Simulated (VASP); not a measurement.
Pt: single point with PBEsol

The system is Pt.

```xyz
1
Lattice="0.0000 1.8856 1.8856 1.8856 0.0000 1.8856 1.8856 1.8856 0.0000" Properties=species:S:1:pos:R:3 pbc="T T T"
Pt    0.0000    0.0000    0.0000
```

```yaml
Program: VASP 6.6.1
Task: single point
Functional: PBEsol
Potentials_or_basis: VASP PAW PBE potentials, release 64 (Pt)
Cutoff: 500 eV
k_mesh: 19 × 19 × 19
Occupations: fermi-dirac, width 0.1 eV
Spin: no spin polarisation
```

* Pressure: 44.8 GPa
* Band gap on the k mesh: zero (bands 5 and 6 overlap by 2.71 eV)

Levels at points of the mesh, in eV from the Fermi level:
| k point | band 2 | band 3 | band 4 | band 5 | band 6 | band 7 | band 8 | band 9 |
| --- | --- | --- | --- | --- | --- | --- | --- | --- |
| (0.00, 0.00, 0.00) | -4.61 | -4.61 | -4.61 | -1.97 | -1.97 | 14.19 | 19.83 | 19.83 |

Wall time 13 s on 1 thread of Intel(R) Xeon(R) Platinum 8559C (Emerald Rapids), on a shared host, peak memory 0.15 GiB.

Caveat: the cell stands under pressure; the PAW data sets were made with another functional, which shifts forces and pressure a little; spin-orbit coupling is left out, which moves the levels of the heavy elements.
